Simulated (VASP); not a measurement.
BiAs, 8 atoms in the cell. It takes space group P6_3mc (No. 186, hexagonal). The conventional cell has a = 4.424 Å, b = 4.424 Å, c = 14.558 Å, α = 90.00°, β = 90.00°, γ = 120.00°. Bi (site symmetry 3m) has 4 As at 2.72 Å within 3.6 Å. Within 3.6 Å of Bi (site symmetry 3m) lie 4 As at 2.72 Å. As (site symmetry 3m) has 4 Bi at 2.72 Å within 3.6 Å. As (site symmetry 3m) has 4 Bi at 2.72 Å within 3.6 Å. 

* Program: VASP 6.6.1
* Task: single point
* Functional: PBE
* Potentials or basis: VASP PAW PBE potentials, release 64 (Bi_d, As)
* Cutoff: 520 eV
* k mesh: 6 × 6 × 2
* Occupations: gaussian, width 0.1 eV
* Spin: no spin polarisation
* Dipole correction: no
* Further INCAR settings: ALGO = Normal; EDIFF = 1e-06; NBANDS = 50

Potentials or basis: VASP PAW PBE potentials, release 64 (Bi_d, As).

Run with:

```console
$ cat potpaw_PBE.64/Bi_d/POTCAR potpaw_PBE.64/As/POTCAR > POTCAR
$ mpirun -np 1 vasp_std > vasp.out
```

Hardware: 1 thread of Intel(R) Xeon(R) 6975P-C (Granite Rapids), with other jobs on the host.

Q: How long does it take, and how much memory?

A: Run time: 2.1 min on 1 thread of Intel(R) Xeon(R) 6975P-C (Granite Rapids), on a shared host, peak memory 0.41 GiB. Counts: scf iterations 14, k points 14.
